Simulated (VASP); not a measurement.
# TiC (Fm-3m) in VASP: notebook

TiC is run at these levels: PBE; tasks: single point, relaxation of cell and atoms.

Everything below comes from runs of VASP 6.6.1. Logs are shortened: lines on timing, memory, paths and dates and some standing lists are left out, and cuts for length are marked.

## (1) The cell of the first run

Symmetry: Fm-3m, No. 225, cubic system. The conventional cell has a = 4.333 Å, b = 4.333 Å, c = 4.333 Å, α = 90.00°, β = 90.00°, γ = 90.00°. Within 2.9 Å of Ti (site symmetry m-3m) lie 6 C at 2.17 Å. Within 2.9 Å of C (site symmetry m-3m) lie 6 Ti at 2.17 Å.

## (2) Single point, PBE

INCAR reads:

```
SYSTEM = TiC
  PREC = Accurate
  ENCUT = 520
  EDIFF = 1E-7
  ISMEAR = 0
  SIGMA = 0.1
  LREAL = .FALSE.
  LASPH = .TRUE.
  NELM = 60
  ALGO = Normal
  ISIF = 2
  LWAVE = .FALSE.
  LCHARG = .FALSE.
  GGA = PE
  NBANDS = 15
```

KPOINTS reads:

```
regular mesh
0
G
  16 16 16
  0 0 0
```

POSCAR reads:

```
TiC
1.0
    0.0000000000      2.1663899353      2.1663899353
    2.1663899353      0.0000000000      2.1663899353
    2.1663899353      2.1663899353      0.0000000000
Ti C
1 1
Direct
    0.0000000000      0.0000000000      0.0000000000
    0.5000000000      0.5000000000      0.5000000000
```

Potentials or basis: VASP PAW PBE potentials, release 64 (Ti_sv, C).

On the command line:

```bash
$ cat potpaw_PBE.64/Ti_sv/POTCAR potpaw_PBE.64/C/POTCAR > POTCAR
$ mpirun -np 1 vasp_std > vasp.out
```

OUTCAR:

```text
SYSTEM = TiC
   PREC = Accurate
   ENCUT = 520
   EDIFF = 1E-7
   ISMEAR = 0
   LREAL = .FALSE.
   LASPH = .TRUE.
   NELM = 60
   ISIF = 2
   GGA = PE

 ion  position               nearest neighbor table
   1  0.000  0.000  0.000-   2 2.17   2 2.17   2 2.17   2 2.17   2 2.17   2 2.17
   2  0.500  0.500  0.500-   1 2.17   1 2.17   1 2.17   1 2.17   1 2.17   1 2.17

  LATTYP: Found a face centered cubic cell.
 ALAT       =     4.3327798706

  Lattice vectors:

 A1 = (   0.0000000000,   2.1663899353,   2.1663899353)
 A2 = (   2.1663899353,   0.0000000000,   2.1663899353)
 A3 = (   2.1663899353,   2.1663899353,   0.0000000000)

Analysis of symmetry for initial positions (statically):
=====================================================================
 Subroutine PRICEL returns:
 Original cell was already a primitive cell.

 Routine SETGRP: Setting up the symmetry group for a
 face centered cubic supercell.

 Subroutine GETGRP returns: Found 48 space group operations
 (whereof 48 operations were pure point group operations)
 out of a pool of 48 trial point group operations.

The static configuration has the point symmetry O_h .

Analysis of symmetry for dynamics (positions and initial velocities):
=====================================================================
 Subroutine PRICEL returns:
 Original cell was already a primitive cell.

 Routine SETGRP: Setting up the symmetry group for a
 face centered cubic supercell.

 Subroutine GETGRP returns: Found 48 space group operations
 (whereof 48 operations were pure point group operations)
 out of a pool of 48 trial point group operations.

The dynamic configuration has the point symmetry O_h .

 Subroutine INISYM returns: Found 48 space group operations
 (whereof 48 operations are pure point group operations),
 and found     1 'primitive' translations

----------------------------------------------------------------------------------------

                                     Primitive cell

  volume of cell :      20.3348

  direct lattice vectors                    reciprocal lattice vectors
     0.000000000  2.166389935  2.166389935    -0.230798709  0.230798709  0.230798709
     2.166389935  0.000000000  2.166389935     0.230798709 -0.230798709  0.230798709
     2.166389935  2.166389935  0.000000000     0.230798709  0.230798709 -0.230798709

  length of vectors
     3.063738028  3.063738028  3.063738028     0.399755090  0.399755090  0.399755090

  position of ions in fractional coordinates (direct lattice)
     0.000000000  0.000000000  0.000000000
     0.500000000  0.500000000  0.500000000

  ion indices of the primitive-cell ions
   primitive index   ion index
                 1           1
                 2           2

----------------------------------------------------------------------------------------

 KPOINTS: regular mesh

Automatic generation of k-mesh.
 Grid dimensions read from file:
 generate k-points for:   16   16   16

 Generating k-lattice:

  Cartesian coordinates                     Fractional coordinates (reciprocal lattice)
    -0.014424919  0.014424919  0.014424919     0.062500000  0.000000000  0.000000000
     0.014424919 -0.014424919  0.014424919     0.000000000  0.062500000  0.000000000
     0.014424919  0.014424919 -0.014424919     0.000000000  0.000000000  0.062500000

  Length of vectors
     0.024984693  0.024984693  0.024984693

  Shift w.r.t. Gamma in fractional coordinates (k-lattice)
     0.000000000  0.000000000  0.000000000

 Subroutine IBZKPT returns following result:
 ===========================================

 Found    145 irreducible k-points:

 Following reciprocal coordinates:
            Coordinates               Weight
  0.000000  0.000000  0.000000      1.000000
  0.062500  0.000000  0.000000      8.000000
  0.125000  0.000000  0.000000      8.000000
  0.187500  0.000000  0.000000      8.000000
  0.250000  0.000000  0.000000      8.000000
  0.312500  0.000000  0.000000      8.000000
[... 16 lines left out ...]
 -0.125000  0.062500  0.000000     24.000000
 -0.062500  0.062500  0.000000     12.000000
 [... further k-points ...]
   k-points           NKPTS =    145   k-points in BZ     NKDIM =    145   number of bands    NBANDS=     15
   number of dos      NEDOS =    301   number of ions     NIONS =      2
   total plane-waves  NPLWV =  13824
   dimension x,y,z NGX =    24 NGY =   24 NGZ =   24
   dimension x,y,z NGXF=    48 NGYF=   48 NGZF=   48
   ions per type =               1   1
   NGX,Y,Z   is equivalent  to a cutoff of  13.02, 13.02, 13.02 a.u.
   NGXF,Y,Z  is equivalent  to a cutoff of  26.05, 26.05, 26.05 a.u.
 SYSTEM =  TiC
   PREC   = accura    normal or accurate (medium, high low for compatibility)
   ISTART =      0    job   : 0-new  1-cont  2-samecut
   ICHARG =      2    charge: 1-file 2-atom 10-const
   ISPIN  =      1    spin polarized calculation?
   LNONCOLLINEAR =      F non collinear calculations
   LSORBIT =      F    spin-orbit coupling
   LASPH  =      T    aspherical Exc in radial PAW
   ENCUT  =  520.0 eV  38.22 Ry    6.18 a.u.   5.70  5.70  5.70*2*pi/ulx,y,z
   NELM   =     60;   NELMIN=  2; NELMDL= -5     # of ELM steps
   EDIFF  = 0.1E-06   stopping-criterion for ELM
   LREAL  =      F    real-space projection
   EDIFFG = 0.1E-05   stopping-criterion for IOM
   NSW    =      0    number of steps for IOM
   IBRION =     -1    ionic relax: 0-MD 1-quasi-New 2-CG
   NFREE  =      0    steps in history (QN), initial steepest desc. (CG)
   ISIF   =      2    stress and relaxation
   ISYM   =      2    0-nonsym 1-usesym 2-fastsym
   POTIM  = 0.5000    time-step for ionic-motion
   TEBEG  =    0.0;   TEEND  =   0.0 temperature during run
   PSTRESS=    0.0 pullay stress
   NELECT =      16.0000    total number of electrons
   NUPDOWN=      -1.0000    fix difference up-down
   EMIN   =  10.00;   EMAX   =-10.00  energy-range for DOS
   EFERMI =   0.00;   METHOD = LEGACY
   ISMEAR =     0;   SIGMA  =   0.10  broadening in eV -4-tet -1-fermi 0-gaus
   EFERMI_NEDOS =   21; number of points for ismear=-14 and -15
   IALGO  =     38    algorithm
   IMIX   =      4    mixing-type and parameters
     AMIX     =   0.40;   BMIX     =  1.00
     AMIX_MAG =   1.60;   BMIX_MAG =  1.00
  volume/ion in A,a.u.               =      10.17        68.61
  Fermi-wavevector in a.u.,A,eV,Ry     =   1.511361  2.856058 31.078590  2.284212
  Thomas-Fermi vector in A             =   2.621428
   LORBIT       =      0    0 simple, 1 ext, 2 COOP (PROOUT), +10 PAW based schemes
   GGA     = PE    functional components
   LHFCALC =     F    Hartree Fock is set to
   AEXX    =    0.0000 exact exchange contribution
   IVDW    =     0    specifies the selected vdW correction
   LEPSILON=     F    determine dielectric tensor
   LRPA    =     F    only Hartree local field effects (RPA)
 non-spin polarized calculation
 Gauss-broadening in eV      SIGMA  =   0.10
  energy-cutoff  :      520.00
  volume of cell :       20.33
 maximum number of plane-waves:       568
   NGX = 11   NGY = 11   NGZ = 11

 number of electron      16.0000000 magnetization

 Free energy of the ion-electron system (eV)
  ---------------------------------------------------
  ext. energy  EPLUGINS =         0.00000000
  ---------------------------------------------------
  free energy    TOTEN  =       -18.70952555 eV

  energy without entropy =      -18.70748953  energy(sigma->0) =      -18.70850754

 E-fermi :   9.3957     XC(G=0): -12.6931

 val. band max:        9.3768677885   @ k =  -0.0625   0.0625   0.0000
 cond. band min:       9.3981268924   @ k =   0.1250   0.1250   0.0000
 fundamental gap:      0.0212591040
 Fermi energy:         9.3957244184

 k-point     1 :       0.0000    0.0000    0.0000
  band No.  band energies     occupation
      1     -47.1903      2.00000
      2     -23.2149      2.00000
      3     -23.2149      2.00000
      4     -23.2149      2.00000
      5      -2.9911      2.00000
      6      10.0946      0.00000
      7      10.0946      0.00000
      8      10.0946      0.00000
      9      11.0774      0.00000
     10      11.0774      0.00000
     11      11.0774      0.00000
     12      11.1122      0.00000
     13      11.1122      0.00000
     14      19.8700      0.00000
     15      23.4299      0.00000

 k-point     2 :       0.0625    0.0000    0.0000
  band No.  band energies     occupation
      1     -47.1876      2.00000
      2     -23.2344      2.00000
      3     -23.2167      2.00000
      4     -23.2167      2.00000
      5      -2.9028      2.00000
      6       9.6507      0.00031
      7       9.8861      0.00000
      8       9.8861      0.00000
      9      10.4274      0.00000
     10      10.4274      0.00000
     11      11.3162      0.00000
     12      12.0994      0.00000
     13      12.0994      0.00000
     14      20.0308      0.00000
     15      23.4654      0.00000

 k-point     3 :       0.1250    0.0000    0.0000
  band No.  band energies     occupation
      1     -47.1798      2.00000
      2     -23.2897      2.00000
      3     -23.2220      2.00000
      4     -23.2220      2.00000
      5      -2.6432      2.00000
      6       8.7739      2.00000
      7       9.1180      1.99991
      8       9.1180      1.99991
      9      10.5091      0.00000
     10      10.5091      0.00000
     11      11.6444      0.00000
     12      13.1600      0.00000
     13      13.1600      0.00000
     14      20.4208      0.00000
     15      23.4842      0.00000

 k-point     4 :       0.1875    0.0000    0.0000
  band No.  band energies     occupation
      1     -47.1681      2.00000
      2     -23.3715      2.00000
      3     -23.2298      2.00000
      4     -23.2298      2.00000
      5      -2.2286      2.00000
      6       7.7457      2.00000
      7       8.3589      2.00000
      8       8.3589      2.00000
      9      10.7921      0.00000
     10      10.7921      0.00000
     11      11.9311      0.00000
     12      14.2201      0.00000
     13      14.2201      0.00000
     14      20.7290      0.00000
     15      23.4616      0.00000
[... 307 lines left out ...]
 k-point    22 :      -0.1875    0.0625    0.0000
  band No.  band energies     occupation
      1     -47.1616      2.00000
      2     -23.4057      2.00000
      3     -23.2521      2.00000
      4     -23.2262      2.00000
      5      -1.9971      2.00000
      6       7.2792      2.00000
      7       7.9308      2.00000
      8       8.1952      2.00000
      9      10.7122      0.00000
     10      11.2001      0.00000
     11      12.1944      0.00000
     12      13.9745      0.00000
     13      15.1465      0.00000
     14      20.8616      0.00000
     15      23.4517      0.00000

 k-point    23 :      -0.1250    0.0625    0.0000
  band No.  band energies     occupation
      1     -47.1740      2.00000
      2     -23.3218      2.00000
      3     -23.2402      2.00000
      4     -23.2194      2.00000
      5      -2.4499      2.00000
      6       8.2838      2.00000
      7       8.6064      2.00000
      8       8.8179      2.00000
      9      10.4010      0.00000
     10      10.9473      0.00000
     11      11.9546      0.00000
     12      13.0079      0.00000
     13      14.1253      0.00000
     14      20.6831      0.00000
     15      23.4648      0.00000

 k-point    24 :      -0.0625    0.0625    0.0000
  band No.  band energies     occupation
      1     -47.1832      2.00000
      2     -23.2614      2.00000
      3     -23.2278      2.00000
      4     -23.2161      2.00000
      5      -2.7583      2.00000
      6       9.1841      1.99724
      7       9.3697      1.28735
      8       9.3769      1.21028
      9      10.2051      0.00000
     10      10.7791      0.00000
     11      11.6663      0.00000
     12      12.2219      0.00000
     13      13.0832      0.00000
     14      20.2778      0.00000
     15      23.4981      0.00000

 [... further k-points ...]

------------------------ aborting loop because EDIFF is reached ----------------------------------------

  FORCE on cell =-STRESS in cart. coord.  units (eV):
  Direction    XX          YY          ZZ          XY          YZ          ZX
  --------------------------------------------------------------------------------------
  -------------------------------------------------------------------------------------
  Total        0.0304996      0.0304996      0.0304996      0.0000000      0.0000000     -0.0000000
  in kB        2.4030583      2.4030583      2.4030583      0.0000000      0.0000000     -0.0000000
  external PRESSURE =       2.4030583 kB  Pullay stress =       0.0000000 kB

 VOLUME and BASIS-vectors are now :
 -----------------------------------------------------------------------------
  energy-cutoff  :      520.00
  volume of cell :       20.33
      direct lattice vectors                 reciprocal lattice vectors
     0.000000000  2.166389935  2.166389935    -0.230798709  0.230798709  0.230798709
     2.166389935  0.000000000  2.166389935     0.230798709 -0.230798709  0.230798709
     2.166389935  2.166389935  0.000000000     0.230798709  0.230798709 -0.230798709

 POSITION                                       TOTAL-FORCE (eV/Angst)
 -----------------------------------------------------------------------------------
      0.00000      0.00000      0.00000         0.000000     -0.000000      0.000000
      2.16639      2.16639      2.16639        -0.000000      0.000000     -0.000000
 -----------------------------------------------------------------------------------
    total drift:                                0.000000     -0.000000     -0.000000

  FREE ENERGIE OF THE ION-ELECTRON SYSTEM (eV)
  ---------------------------------------------------
  free  energy   TOTEN  =       -18.7095255529 eV

  energy  without entropy=      -18.7074895319  energy(sigma->0) =      -18.70850754
```

Wall time 27 s (1 thread of Intel Xeon Platinum 8488C (Sapphire Rapids), shared host); peak memory 0.16 GiB.

What came out:

* Free energy: -18.7095 eV
* Pressure: 0.2 GPa
* Band gap on the k mesh: zero (band 8 reaches 10.09 eV, above the bottom of band 9 at 9.00 eV)

[end of part 1 of 2]
